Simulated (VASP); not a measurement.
A run of VASP 6.6.1:

The input POSCAR:

```
AlN
1.0
    0.0000000000      1.9583023986      2.0704327721
    1.9583023986      0.0000000000      2.0704327721
    1.9583023986      1.9583023986      0.0000000000
Al N
1 1
Direct
    0.0000000000      0.0000000000      0.0000000000
    0.5000000000      0.5000000000      0.5000000000
```

INCAR.step1

```
ALGO     = Normal         # electronic algorithm
EDIFF    = 1E-4           # SCF threshold, eV
ENCUT    = 520            # plane-wave cutoff, eV
GGA      = PE             # functional
ISMEAR   = 0              # smearing method
LASPH    = True           # aspherical terms in the spheres
LCHARG   = False          # write CHGCAR
LREAL    = False          # projectors in reciprocal space
LWAVE    = True           # write WAVECAR
NBANDS   = 11             # bands
NELM     = 60             # most SCF steps
PREC     = Accurate       # precision mode
SIGMA    = 0.01           # smearing width, eV
```

Contents of INCAR.step2:

```
ALGO     = Normal         # electronic algorithm
EDIFF    = 1E-6           # SCF threshold, eV
ENCUT    = 520            # plane-wave cutoff, eV
ISIF     = 2              # what is computed and relaxed
ISMEAR   = 0              # smearing method
ISTART   = 1            
LASPH    = True           # aspherical terms in the spheres
LCHARG   = True           # write CHGCAR
LELF     = True           # ELF
LMIXTAU  = True         
LREAL    = False          # projectors in reciprocal space
LVHAR    = True         
LWAVE    = False          # write WAVECAR
METAGGA  = R2SCAN         # meta-GGA
NBANDS   = 11             # bands
NELM     = 60             # most SCF steps
PREC     = Accurate       # precision mode
SIGMA    = 0.01           # smearing width, eV
```

The input KPOINTS:

```
k-points
0
Gamma
  10 10 10
```

Potentials or basis: VASP PAW PBE potentials, release 64 (Al, N).

Launch:

```sh
$ cat potpaw_PBE.64/Al/POTCAR potpaw_PBE.64/N/POTCAR > POTCAR
$ cp INCAR.step1 INCAR
$ mpirun -np 1 vasp_std > vasp.out
$ cp INCAR.step2 INCAR
$ mpirun -np 1 vasp_std > vasp.out
```

Hardware: 1 thread of Intel(R) Xeon(R) 6975P-C (Granite Rapids), with other jobs on the host.

Question: How long does it take, and how much memory?

Answer: Wall time 23 s on 1 thread of Intel(R) Xeon(R) 6975P-C (Granite Rapids), on a shared host, peak memory 0.15 GiB. Counts: k points 102.
